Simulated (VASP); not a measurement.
## BAs: single point with PBE

BAs:

```xyz
2
Lattice="0.0000 2.5796 2.3885 2.5796 0.0000 2.3885 2.5796 2.5796 0.0000" Properties=species:S:1:pos:R:3 pbc="T T T"
B     0.0000    0.0000    0.0000
As    3.8694    3.8694    3.5827
```

This cell differs from its parent crystal: strain +0.080 along x and y, +0.000 along z.

```json
{
 "Program": "VASP 6.6.1",
 "Task": "single point",
 "Functional": "PBE",
 "Potentials or basis": "VASP PAW PBE potentials, release 64 (B, As)",
 "Cutoff": "520 eV",
 "k mesh": "10 × 10 × 10",
 "Occupations": "gaussian, width 0.05 eV",
 "Spin": "no spin polarisation",
 "Dipole correction": "no",
 "Further INCAR settings": "ALGO = Normal; EDIFF = 1e-06; NBANDS = 11"
}
```

```
Pressure               : -12.9 GPa
Band gap on the k mesh : 0.33 eV, indirect (least direct gap 2.36 eV)
```

Stress tensor (GPa, compression positive):
```
-16.99   0.00   0.00
  0.00 -16.99   0.00
  0.00   0.00  -4.84
```

Levels at points of the mesh, in eV from the valence-band top:
| k point | band 2 | band 3 | band 4 | band 5 | band 6 | band 7 |
| --- | --- | --- | --- | --- | --- | --- |
| (0.00, 0.00, 0.00) | -0.62 | -0.62 | 0.00 | 2.36 | 2.39 | 2.88 |
| (0.50, 0.00, 0.00) | -8.15 | -2.34 | -1.61 | 1.27 | 3.94 | 4.56 |
| (0.50, 0.50, 0.00) | -7.77 | -4.28 | -4.28 | 0.64 | 0.66 | 9.59 |
| (0.50, 0.00, 0.50) | -8.30 | -3.70 | -3.60 | 1.43 | 1.46 | 8.98 |

It took 46 s on 1 thread of Intel Xeon 8259CL, on a shared host, peak memory 0.18 GiB.

Caveat: the cell differs from its parent crystal (strain +0.080 along x and y, +0.000 along z). A k mesh can miss the band edges.
